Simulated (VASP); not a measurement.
# Lu: single point with PBE

The system is Lu.

```
Lu
1.0
     3.50310    0.00000    0.00000
    -1.75155    3.03377    0.00000
     0.00000    0.00000    5.55090
Lu
2
Direct
  0.33333 0.66667 0.25000
  0.66667 0.33333 0.75000
```

```yaml
Program: VASP 6.6.1
Task: single point
Functional: PBE
Potentials_or_basis: VASP PAW PBE potentials, release 64 (Lu)
Cutoff: 520 eV
k_mesh: 10 × 10 × 6
Occupations: fermi-dirac, width 0.15 eV
Spin: non-collinear spin, zero start, spin-orbit coupling
Starting_moments: "[[0.0, 0.0, 0.0], [0.0, 0.0, 0.0]] μB"
Dipole_correction: no
Further_INCAR_settings: ALGO = Normal; EDIFF = 1e-06; NBANDS = 62
```

```yaml
Pressure: -0.2 GPa
Net_moment: 0.00 μB per cell
Valence_electrons_inside_the_program's_atomic_spheres: Lu 23.13
```

Stress tensor (GPa, compression positive):
```
-0.03  0.00  0.00
 0.00 -0.03  0.00
 0.00  0.00 -0.63
```

Moments on the atoms (μB; x, y, z):
```
Lu  0.00 0.00 0.00
Lu  0.00 0.00 0.00
```

Wall time 7.6 min on 1 × NVIDIA H100 80GB with 1 thread of Intel(R) Xeon(R) Platinum 8481C CPU @ 2.70GHz (Sapphire Rapids), on a shared host, peak memory 1.5 GiB.
